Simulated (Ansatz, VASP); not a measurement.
# As3Se in VASP and in Ansatz

```
CELL_PARAMETERS angstrom
3.16490 0.00000 0.00000
-1.58245 2.74089 0.00000
0.00000 0.00000 9.07603
ATOMIC_POSITIONS crystal
As 0.66667 0.33333 0.50000
As 0.33333 0.66667 0.24229
As 0.33333 0.66667 0.75771
Se 0.66667 0.33333 0.00000
```

Change from the starting cell: species swapped into the GaAg3 type (P-6m2, No. 187).

Alike in both runs: functional PBE; k mesh 7 × 7 × 2; occupations gaussian, width 0.2 eV; no spin polarisation.

Ansatz relaxed the structure, and its values are those at the end. VASP's run is a single point on that final structure, the one shown.

|  | VASP | Ansatz |
| --- | --- | --- |
| version | VASP 6.6.1 | Ansatz 0.2.0 |
| potentials or method | VASP PAW PBE potentials, release 64 (As, Se), cutoff 500 eV | scalar-relativistic, plane waves, PAW |
| valence electrons in the cell | 21 | 61 |

```tsv
	VASP	Ansatz	Ansatz less VASP
gap on the k mesh at the Fermi level (eV)	none	none	-
pressure (GPa)	0.0	0.0	-0.03
rms of the force components (eV/Å)	0.017	0.017	-0.0001
```

A gap of «none» marks a metal or a gap that the smearing closes. The functional is the same, so the differences come from potentials, cutoffs and numerics. VASP's potentials hold 21 valence electrons a cell and Ansatz's 61, so a difference there can come from the potentials and not from the codes.
